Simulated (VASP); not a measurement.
Input of a VASP 6.6.1 run:

INCAR

```
SYSTEM = ZnS
PREC     = Accurate       ! precision mode
ENCUT    = 520            ! plane-wave cutoff, eV
EDIFF    = 1E-6           ! SCF threshold, eV
ISMEAR   = -1             ! smearing method
SIGMA    = 0.08           ! smearing width, eV
LREAL    = .FALSE.        ! projectors in reciprocal space
LASPH    = .TRUE.         ! aspherical terms in the spheres
NELM     = 100            ! most SCF steps
ALGO     = Normal         ! electronic algorithm
ISIF     = 2              ! what is computed and relaxed
LWAVE    = .FALSE.        ! write WAVECAR
LCHARG   = .FALSE.        ! write CHGCAR
GGA      = PE             ! functional
NBANDS   = 16             ! bands
```

Contents of KPOINTS:

```
Automatic mesh
0
G
  13 13 13
  0 0 0
```

File POSCAR:

```
ZnS
1.0
    0.0000000000      2.6433814534      2.6433814534
    2.6433814534      0.0000000000      2.6433814534
    2.6433814534      2.6433814534      0.0000000000
Zn S
1 1
Direct
    0.0000000000      0.0000000000      0.0000000000
    0.2500000000      0.2500000000      0.2500000000
```

Potentials or basis: VASP PAW PBE potentials, release 64 (Zn, S).

Command:

```sh
$ cat potpaw_PBE.64/Zn/POTCAR potpaw_PBE.64/S/POTCAR > POTCAR
$ mpirun -np 1 vasp_std > vasp.out
```

(1) Estimate the pressure.

(2) Estimate the band gap on the k mesh.

Answers

(1) 7.6 GPa.

(2) 2.41 eV.

Caveat: the cell stands under pressure; an odd mesh through Γ misses points on the zone boundary, where band edges can lie.
